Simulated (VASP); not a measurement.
# Cr (P6_3/mmc) in VASP: relaxation of cell and atoms with BLYP

Aim: the relaxation of cell and atoms of Cr with BLYP.

Program: VASP 6.6.1. These are calculated values, not measurements. Logs are shortened: lines on timing, memory, paths and dates and some standing lists are left out, and cuts for length are marked.

### Step 1. The cell of the first run

The structure is hexagonal, space group P6_3/mmc (No. 194). The conventional cell has a = 2.714 Å, b = 2.714 Å, c = 4.410 Å, α = 90.00°, β = 90.00°, γ = 120.00°. Within 3.6 Å of Cr (site symmetry -6m2) lie 12 Cr at 2.71 Å.

This isn't the form of Cr at room conditions, which is bcc.

### Step 2. Relaxation of cell and atoms, BLYP, collinear spin, ferromagnetic start

Contents of INCAR:

```
AGGAC = 1.0
AGGAX = 1.0
ALDAC = 0.0
ALDAX = 1.0
ALGO = Normal
EDIFF = 1E-7
EDIFFG = -0.01
ENCUT = 600
GGA = B5
IBRION = 2
ISIF = 3
ISMEAR = -1
ISPIN = 2
LASPH = True
LCHARG = False
LMAXMIX = 4
LORBIT = 11
LREAL = False
LWAVE = False
MAGMOM = 3 3
NELM = 150
NSW = 60
PREC = Accurate
SIGMA = 0.05
```

Contents of KPOINTS:

```
k-points
0
Gamma
  11 11 6
```

Contents of POSCAR:

```
Cr
1.0
    2.7140000000      0.0000000000      0.0000000000
   -1.3570000000      2.3503929459      0.0000000000
    0.0000000000      0.0000000000      4.4100000000
Cr
2
Direct
    0.6666666667      0.3333333333      0.7500000000
    0.3333333333      0.6666666667      0.2500000000
```

Potentials or basis: VASP PAW PBE potentials, release 64 (Cr_pv).

Command:

```sh
$ cat potpaw_PBE.64/Cr_pv/POTCAR > POTCAR
$ mpirun -np 1 vasp_std > vasp.out
```

OUTCAR:

```text
EDIFF = 1E-7
   EDIFFG = -0.01
   ENCUT = 600
   GGA = B5
   IBRION = 2
   ISIF = 3
   ISMEAR = -1
   ISPIN = 2
   LASPH = True
   LORBIT = 11
   LREAL = False
   NELM = 150
   NSW = 60
   PREC = Accurate

 ion  position               nearest neighbor table
   1  0.667  0.333  0.750-   2 2.71   2 2.71   2 2.71   2 2.71   2 2.71   2 2.71
   2  0.333  0.667  0.250-   1 2.71   1 2.71   1 2.71   1 2.71   1 2.71   1 2.71

  LATTYP: Found a hexagonal cell.
 ALAT       =     2.7140000000
 C/A-ratio  =     1.6249078850

  Lattice vectors:

 A1 = (   2.7140000000,   0.0000000000,   0.0000000000)
 A2 = (  -1.3570000000,   2.3503929459,   0.0000000000)
 A3 = (   0.0000000000,   0.0000000000,   4.4100000000)

Analysis of symmetry for initial positions (statically):
=====================================================================
 Subroutine PRICEL returns:
 Original cell was already a primitive cell.

 Routine SETGRP: Setting up the symmetry group for a
 hexagonal supercell.

 Subroutine GETGRP returns: Found 24 space group operations
 (whereof 12 operations were pure point group operations)
 out of a pool of 24 trial point group operations.

The static configuration has the point symmetry D_3d.
 The point group associated with its full space group is D_6h.

Analysis of symmetry for dynamics (positions and initial velocities):
=====================================================================
 Subroutine PRICEL returns:
 Original cell was already a primitive cell.

 Routine SETGRP: Setting up the symmetry group for a
 hexagonal supercell.

 Subroutine GETGRP returns: Found 24 space group operations
 (whereof 12 operations were pure point group operations)
 out of a pool of 24 trial point group operations.

The dynamic configuration has the point symmetry D_3d.
 The point group associated with its full space group is D_6h.

Analysis of structural, dynamic, and magnetic symmetry:
=====================================================================
 Subroutine PRICEL returns:
 Original cell was already a primitive cell.

 Routine SETGRP: Setting up the symmetry group for a
 hexagonal supercell.

 Subroutine GETGRP returns: Found 24 space group operations
 (whereof 12 operations were pure point group operations)
 out of a pool of 24 trial point group operations.

The overall configuration has the point symmetry D_3d.
 The point group associated with its full space group is D_6h.

 Subroutine INISYM returns: Found 24 space group operations
 (whereof 12 operations are pure point group operations),
 and found     1 'primitive' translations

----------------------------------------------------------------------------------------

                                     Primitive cell

  volume of cell :      28.1312

  direct lattice vectors                    reciprocal lattice vectors
     2.714000000  0.000000000  0.000000000     0.368459838  0.212730387  0.000000000
    -1.357000000  2.350392946  0.000000000     0.000000000  0.425460773  0.000000000
     0.000000000  0.000000000  4.410000000     0.000000000  0.000000000  0.226757370

  length of vectors
     2.714000000  2.714000000  4.410000000     0.425460773  0.425460773  0.226757370

  position of ions in fractional coordinates (direct lattice)
     0.666666667  0.333333333  0.750000000
     0.333333333  0.666666667  0.250000000

  ion indices of the primitive-cell ions
   primitive index   ion index
                 1           1
                 2           2

----------------------------------------------------------------------------------------

 KPOINTS: k-points

Automatic generation of k-mesh.
 Grid dimensions read from file:
 generate k-points for:   11   11    6

 Generating k-lattice:

  Cartesian coordinates                     Fractional coordinates (reciprocal lattice)
     0.033496349  0.019339126  0.000000000     0.090909091  0.000000000  0.000000000
     0.000000000  0.038678252  0.000000000     0.000000000  0.090909091  0.000000000
     0.000000000  0.000000000  0.037792895     0.000000000  0.000000000  0.166666667

  Length of vectors
     0.038678252  0.038678252  0.037792895

  Shift w.r.t. Gamma in fractional coordinates (k-lattice)
     0.000000000  0.000000000  0.000000000

 Subroutine IBZKPT returns following result:
 ===========================================

 Found     64 irreducible k-points:

 Following reciprocal coordinates:
            Coordinates               Weight
  0.000000  0.000000  0.000000      1.000000
  0.090909 -0.000000  0.000000      6.000000
  0.181818  0.000000  0.000000      6.000000
  0.272727  0.000000  0.000000      6.000000
  0.363636 -0.000000  0.000000      6.000000
  0.454545 -0.000000  0.000000      6.000000
[... 16 lines left out ...]
  0.090909  0.090909  0.166667     12.000000
  0.181818  0.090909  0.166667     24.000000
 [... further k-points ...]
   k-points           NKPTS =     64   k-points in BZ     NKDIM =     64   number of bands    NBANDS=     19
   number of dos      NEDOS =    301   number of ions     NIONS =      2
   total plane-waves  NPLWV =  20736
   dimension x,y,z NGX =    24 NGY =   24 NGZ =   36
   dimension x,y,z NGXF=    48 NGYF=   48 NGZF=   72
   ions per type =               2
   NGX,Y,Z   is equivalent  to a cutoff of  14.70, 14.70, 13.57 a.u.
   NGXF,Y,Z  is equivalent  to a cutoff of  29.40, 29.40, 27.14 a.u.
 SYSTEM =  unknown system
   PREC   = accura    normal or accurate (medium, high low for compatibility)
   ISTART =      0    job   : 0-new  1-cont  2-samecut
   ICHARG =      2    charge: 1-file 2-atom 10-const
   ISPIN  =      2    spin polarized calculation?
   LNONCOLLINEAR =      F non collinear calculations
   LSORBIT =      F    spin-orbit coupling
   LASPH  =      T    aspherical Exc in radial PAW
   ENCUT  =  600.0 eV  44.10 Ry    6.64 a.u.   5.42  5.42  8.81*2*pi/ulx,y,z
   NELM   =    150;   NELMIN=  2; NELMDL= -5     # of ELM steps
   EDIFF  = 0.1E-06   stopping-criterion for ELM
   LREAL  =      F    real-space projection
   EDIFFG = -.1E-01   stopping-criterion for IOM
   NSW    =     60    number of steps for IOM
   IBRION =      2    ionic relax: 0-MD 1-quasi-New 2-CG
   NFREE  =      1    steps in history (QN), initial steepest desc. (CG)
   ISIF   =      3    stress and relaxation
   ISYM   =      2    0-nonsym 1-usesym 2-fastsym
   POTIM  = 0.5000    time-step for ionic-motion
   TEBEG  =    0.0;   TEEND  =   0.0 temperature during run
   PSTRESS=    0.0 pullay stress
   NELECT =      24.0000    total number of electrons
   NUPDOWN=      -1.0000    fix difference up-down
   EMIN   =  10.00;   EMAX   =-10.00  energy-range for DOS
   EFERMI =   0.00;   METHOD = LEGACY
   ISMEAR =    -1;   SIGMA  =   0.05  broadening in eV -4-tet -1-fermi 0-gaus
   EFERMI_NEDOS =   21; number of points for ismear=-14 and -15
   IALGO  =     38    algorithm
   IMIX   =      4    mixing-type and parameters
     AMIX     =   0.40;   BMIX     =  1.00
     AMIX_MAG =   1.60;   BMIX_MAG =  1.00
  volume/ion in A,a.u.               =      14.07        94.92
  Fermi-wavevector in a.u.,A,eV,Ry     =   1.552681  2.934142 32.801180  2.410819
  Thomas-Fermi vector in A             =   2.657021
   LORBIT       =     11    0 simple, 1 ext, 2 COOP (PROOUT), +10 PAW based schemes
   GGA     = B5    functional components
   LHFCALC =     F    Hartree Fock is set to
   AEXX    =    0.0000 exact exchange contribution
   IVDW    =     0    specifies the selected vdW correction
   LEPSILON=     F    determine dielectric tensor
   LRPA    =     F    only Hartree local field effects (RPA)
 conjugate gradient relaxation of ions
 spin polarized calculation
  energy-cutoff  :      600.00
  volume of cell :       28.13
 maximum number of plane-waves:       966
 NGX is ok and might be reduce to    24
   NGX = 11   NGY = 11   NGZ = 17

--------------------------------------- Ionic step        1  -------------------------------------------

 number of electron      24.0000013 magnetization       1.4298131

 Free energy of the ion-electron system (eV)
  ---------------------------------------------------
  ext. energy  EPLUGINS =         0.00000000
  ---------------------------------------------------
  free energy    TOTEN  =       -15.54968234 eV

  energy without entropy =      -15.51197528  energy(sigma->0) =      -15.53082881

 E-fermi :   8.7336     XC(G=0): -11.9885

 val. band max:        8.7298718600   @ k =   0.4545  -0.0000   0.3333
 cond. band min:       8.7361440752   @ k =   0.1818   0.0000   0.0000
 fundamental gap:      0.0062722151
 Fermi energy:         8.7335713857

 spin component 1

 k-point     1 :       0.0000    0.0000    0.0000
  band No.  band energies     occupation
      1     -34.4890      1.00000
      2     -34.1299      1.00000
      3     -34.1299      1.00000
      4     -34.0628      1.00000
      5     -34.0628      1.00000
      6     -33.9982      1.00000
[... 1154 lines left out ...]
  FREE ENERGIE OF THE ION-ELECTRON SYSTEM (eV)
  ---------------------------------------------------
  free  energy   TOTEN  =       -15.8342915141 eV

  energy  without entropy=      -15.7974048715  energy(sigma->0) =      -15.81584819

[... ionic steps 4 to 10 ...]

--------------------------------------- Ionic step       11  -------------------------------------------

 number of electron      23.9999997 magnetization      -0.0000000

 number of electron      23.9999997 magnetization       0.0000001

------------------------ aborting loop because EDIFF is reached ----------------------------------------

  FORCE on cell =-STRESS in cart. coord.  units (eV):
  Direction    XX          YY          ZZ          XY          YZ          ZX
  --------------------------------------------------------------------------------------
  -------------------------------------------------------------------------------------
  Total        0.2625577      0.2625577     -0.0812697      0.0000000      0.0000000      0.0000000
  in kB       17.1524381     17.1524381     -5.3092062      0.0000000      0.0000000      0.0000000
  external PRESSURE =       9.6652233 kB  Pullay stress =       0.0000000 kB
[... 61 lines left out ...]
--------------------------------------- Ionic step       13  -------------------------------------------

 number of electron      24.0000001 magnetization      -0.0000006

 number of electron      24.0000001 magnetization       0.0000009

 Free energy of the ion-electron system (eV)
  ---------------------------------------------------
  ext. energy  EPLUGINS =         0.00000000
  ---------------------------------------------------
  free energy    TOTEN  =       -15.92559178 eV

  energy without entropy =      -15.90274853  energy(sigma->0) =      -15.91417015

 E-fermi :  10.4354     XC(G=0): -12.7127

 val. band max:       10.4189727497   @ k =   0.3636   0.0909   0.1667
 cond. band min:      10.4551914421   @ k =   0.3636  -0.0000   0.1667
 fundamental gap:      0.0362186924
 Fermi energy:        10.4354146479

 spin component 1

 k-point     1 :       0.0000    0.0000    0.0000
  band No.  band energies     occupation
      1     -32.6838      1.00000
      2     -32.1071      1.00000
      3     -31.8950      1.00000
      4     -31.8950      1.00000
      5     -31.8421      1.00000
      6     -31.8421      1.00000
[... 1080 lines left out ...]
  FREE ENERGIE OF THE ION-ELECTRON SYSTEM (eV)
  ---------------------------------------------------
  free  energy   TOTEN  =       -15.9255917754 eV

  energy  without entropy=      -15.9027485296  energy(sigma->0) =      -15.91417015

 reached required accuracy - stopping structural energy minimisation

 total charge

# of ion       s       p       d       tot
------------------------------------------
    1        0.398   6.343   4.240  10.981
    2        0.398   6.343   4.240  10.981
--------------------------------------------------
tot          0.797  12.686   8.480  21.963

 magnetization (x)

# of ion       s       p       d       tot
------------------------------------------
    1        0.000  -0.000   0.000   0.000
    2        0.000  -0.000   0.000   0.000
--------------------------------------------------
tot          0.000  -0.000   0.000   0.000
```

Run time: 20 min. Hardware: 1 thread of Intel Xeon 8259CL, shared host; peak memory 0.23 GiB.

Results:

```yaml
Free_energy: -15.9256 eV
Relaxed_volume: 12.31 Å³/atom
Relaxed_cell: a = 2.501 Å, b = 2.501 Å, c = 4.543 Å, α = 90.00°, β = 90.00°, γ = 120.00°
Space_group_after_relaxing_to_0.1_Å: P6_3/mmc (No. 194)
Energy_gained_by_relaxing: 188.0 meV/atom
Ionic_steps: 13
Pressure_after_relaxing: 0.0 GPa
Band_gap_on_the_k_mesh: zero (filled and empty bands overlap)
Net_moment: 0.00 μB per cell
Valence_electrons_inside_the_program's_atomic_spheres: Cr 10.98
```

Step by step:
| step | energy change (eV) | largest force (eV/Å) | pressure (GPa) | volume (Å³) |
| --- | --- | --- | --- | --- |
| 1 | 0.0000 | 0.0000 | -20.34 | 28.13 |
| 2 | 0.0229 | 0.0000 | 38.26 | 21.46 |
| 3 | -0.2846 | 0.0000 | 0.31 | 24.49 |
| 4 | -0.2847 | 0.0000 | 0.93 | 24.42 |
| 5 | -0.3406 | 0.0000 | 2.88 | 24.22 |
| 6 | -0.2111 | 0.0000 | 15.41 | 23.42 |
| 7 | -0.3617 | 0.0000 | 4.70 | 24.06 |
| 8 | -0.3638 | 0.0000 | 5.90 | 23.97 |
| 9 | -0.3602 | 0.0000 | -4.23 | 25.21 |
| 10 | -0.3748 | 0.0000 | 0.88 | 24.54 |
| 11 | -0.3748 | 0.0000 | 0.97 | 24.53 |
| 12 | -0.3759 | 0.0000 | -0.19 | 24.63 |
| 13 | -0.3759 | 0.0000 | 0.00 | 24.61 |

Final structure:
```
Cr
1.0
     2.50118    0.00000    0.00000
    -1.25059    2.16609    0.00000
     0.00000    0.00000    4.54273
Cr
2
Cartesian
  1.2506 0.7220 3.4071
  0.0000 1.4441 1.1357
```

Caveat: the PAW data sets were made with another functional, which shifts forces and pressure a little.
